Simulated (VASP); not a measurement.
Runs of VASP 6.6.1 on SnO2. It takes space group Fm-3m (No. 225, cubic). The conventional cell has a = 5.067 Å, b = 5.067 Å, c = 5.067 Å, α = 90.00°, β = 90.00°, γ = 90.00°. Within 2.9 Å of Sn (site symmetry m-3m) lie 8 O at 2.19 Å. O (site symmetry -43m) has 4 Sn at 2.19 Å and 6 O at 2.53 Å within 2.9 Å. 

| level | k mesh | smearing | grid for exact exchange (PRECFOCK) | share of exact exchange | screening parameter | gap on the mesh (eV) | pressure (GPa) |
| --- | --- | --- | --- | --- | --- | --- | --- |
| PBE-based screened hybrid with 15 % exact exchange | 4 × 4 × 4 | gaussian 0.01 eV | Normal | 0.15 | 0.2078 1/Å | (a) | 2.5 |
| HSE06 | 4 × 4 × 4 | gaussian 0.01 eV | Normal | 0.25 | 0.2079 1/Å | 1.68 | -2.0 |
| PBE-based screened hybrid with 50 % exact exchange | 4 × 4 × 4 | gaussian 0.01 eV | Normal | 0.5 | 0.2078 1/Å | (b) | -12.6 |
| PBE-based screened hybrid with 5 % exact exchange | 4 × 4 × 4 | gaussian 0.01 eV | Normal | 0.05 | 0.2078 1/Å | 0.54 | 7.2 |
| PBE | 6 × 6 × 6 | methfessel-paxton 0.043 eV | - | - | - | 0.30 | (c) |

Alike in all rows: task single point; potentials or basis VASP PAW PBE potentials, release 64 (Sn_d, O); no spin polarisation; cell as given; cutoff (eV) 520.

**Question.** Estimate the missing entries.

**Answer.** (a) 1.09; (b) 3.30; (c) 10.0.

Caveats: some runs use coarse meshes; spin-orbit coupling is left out, which moves the levels of the heavy elements; the PAW data sets were made with another functional, which shifts forces and pressure a little (at least some runs); the cell stands under pressure (at least some runs).

A k mesh can miss the band edges, and the runs leave out spin-orbit coupling on Sn.
